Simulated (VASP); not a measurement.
Set up this calculation in VASP 6.6.1, as the native input.

| Property | Result |
| --- | --- |
| Task | single point |
| Functional | r2SCAN |
| Dispersion | rVV10 |
| Potentials or basis | VASP PAW PBE potentials, release 64 (Sn_d, Te) |
| Cutoff | 520 eV |
| k mesh | 6 × 6 × 6 |
| Occupations | fermi-dirac, width 0.03 eV |
| Spin | no spin polarisation |
| Dipole correction | no |
| Further INCAR settings | ALGO = Normal; EDIFF = 1e-06; NBANDS = 20 |

Crystal: SnTe2.

```
CELL_PARAMETERS angstrom
2.08926 1.20623 6.27764
-2.08926 1.20623 6.27764
0.00000 -2.41247 6.27764
ATOMIC_POSITIONS crystal
Sn 0.00000 0.00000 0.00000
Te 0.24109 0.24109 0.24109
Te 0.75891 0.75891 0.75891
```

These files were run (other wordings do the same):

POSCAR

```
SnTe2
1.0
    2.0892584613      1.2062339350      6.2776439913
   -2.0892584613      1.2062339350      6.2776439913
    0.0000000000     -2.4124678700      6.2776439913
Sn Te
1 2
Direct
    0.0000000000      0.0000000000      0.0000000000
    0.2410903700      0.2410903700      0.2410903700
    0.7589096300      0.7589096300      0.7589096300
```

INCAR.step1

```
SYSTEM = SnTe2
  ALGO = Normal
  EDIFF = 1E-4
  ENCUT = 520
  GGA = PE
  ISMEAR = -1
  LASPH = .TRUE.
  LCHARG = .FALSE.
  LREAL = .FALSE.
  LWAVE = .TRUE.
  NBANDS = 20
  NELM = 80
  PREC = Accurate
  SIGMA = 0.03
```

INCAR.step2

```
SYSTEM = SnTe2
  ALGO = Normal
  BPARAM = 11.95
  CPARAM = 0.0093
  EDIFF = 1E-6
  ENCUT = 520
  ISIF = 2
  ISMEAR = -1
  ISTART = 1
  IVDW_NL = 2
  LASPH = .TRUE.
  LCHARG = .FALSE.
  LMIXTAU = .TRUE.
  LREAL = .FALSE.
  LUSE_VDW = .TRUE.
  LWAVE = .FALSE.
  METAGGA = R2SCAN
  NBANDS = 20
  NELM = 80
  PREC = Accurate
  SIGMA = 0.03
```

KPOINTS

```
k-points
0
G
  6 6 6
  0 0 0
```

Potentials or basis: VASP PAW PBE potentials, release 64 (Sn_d, Te).

Launch:

```bash
$ cat potpaw_PBE.64/Sn_d/POTCAR potpaw_PBE.64/Te/POTCAR > POTCAR
$ cp INCAR.step1 INCAR
$ mpirun -np 1 vasp_std > vasp.out
$ cp INCAR.step2 INCAR
$ mpirun -np 1 vasp_std > vasp.out
```

It gave:

```json
{
  "Pressure": "0.2 GPa",
  "Largest force": "0.017 eV/Å",
  "Band gap on the k mesh": "zero (bands 13 and 14 overlap by 0.71 eV)"
}
```

Caveat: semilocal functionals underestimate gaps, so a narrow gap can read as zero; the PAW data sets were made with another functional, which shifts forces and pressure a little; spin-orbit coupling is left out, which moves the levels of the heavy elements.

Run time: 20 min on 1 thread of Intel Xeon 8259CL, on a shared host, peak memory 0.84 GiB.
